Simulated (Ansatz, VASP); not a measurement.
**AlN: VASP beside Ansatz**

INCAR

```
PREC = Accurate
ENCUT = 520
EDIFF = 1E-7
ISMEAR = 0
SIGMA = 0.05
LREAL = F
LASPH = T
NELM = 100
ALGO = Normal
ISIF = 2
LWAVE = F
LCHARG = F
GGA = PE
NBANDS = 26
```

Contents of KPOINTS:

```
regular mesh
0
Gamma
  8 6 4
```

The input POSCAR:

```
AlN
1.0
   -1.6567491617      2.8695737234      0.0000000000
    0.0000000000      0.0000000000      4.1874629526
    4.9702474850      2.8695737234      0.0000000000
Al N
4 4
Direct
    0.4962705270      0.7500000000      0.0386692575
    0.0000000000      0.7500000000      0.6666666667
    0.0000000000      0.2500000000      0.3333333333
    0.5000000000      0.2500000000      0.8333333333
    0.5000000000      0.2500000000      0.1666666667
    0.0000000000      0.2500000000      0.6666666667
    0.0000000000      0.7500000000      0.3333333333
    0.5000000000      0.7500000000      0.8333333333
```

Input for Ansatz:

```yaml
crystal:
  lattice:
    - [-1.6567491617, 2.8695737234, 0.0]
    - [0.0, 0.0, 4.1874629526]
    - [4.970247485, 2.8695737234, 0.0]
  atoms:
    - { symbol: Al, position: [0.496270527, 0.75, 0.0386692575] }
    - { symbol: Al, position: [0.0, 0.75, 0.6666666667] }
    - { symbol: Al, position: [0.0, 0.25, 0.3333333333] }
    - { symbol: Al, position: [0.5, 0.25, 0.8333333333] }
    - { symbol: "N", position: [0.5, 0.25, 0.1666666667] }
    - { symbol: "N", position: [0.0, 0.25, 0.6666666667] }
    - { symbol: "N", position: [0.0, 0.75, 0.3333333333] }
    - { symbol: "N", position: [0.5, 0.75, 0.8333333333] }
basis:
  ecutwfc: 420
kpoints:
  mp_grid: { grid: [8, 6, 4] }
hamiltonian:
  xc: pbe
  pseudopotentials: { kind: paw, azcp: { folder: soft_1 } }
scf:
  occupations: { method: gaussian, width: 0.05 }
output:
  forces: true
  stress: true
  eigenvalues: true
```

Alike in both runs: task single point; functional PBE; k mesh 8 × 6 × 4; occupations gaussian, width 0.05 eV; no spin polarisation.

|  | VASP | Ansatz |
| --- | --- | --- |
| version | VASP 6.6.1 | Ansatz 0.2.0 |
| potentials or method | VASP PAW PBE potentials, release 64 (Al, N), cutoff 520 eV | scalar-relativistic, plane waves, PAW |
| valence electrons in the cell | 32 | 32 |

```csv
,VASP,Ansatz,Ansatz less VASP
gap on the k mesh at the Fermi level (eV),0.66,0.63,-0.032
least direct gap on the mesh (eV),0.71,0.68,-0.032
rms of the force components (eV/Å),19.862,21.332,+1.4694
```

Atom by atom the forces differ by 1.474 eV/Å (rms over components). The functional is the same, so the differences come from potentials, cutoffs and numerics.
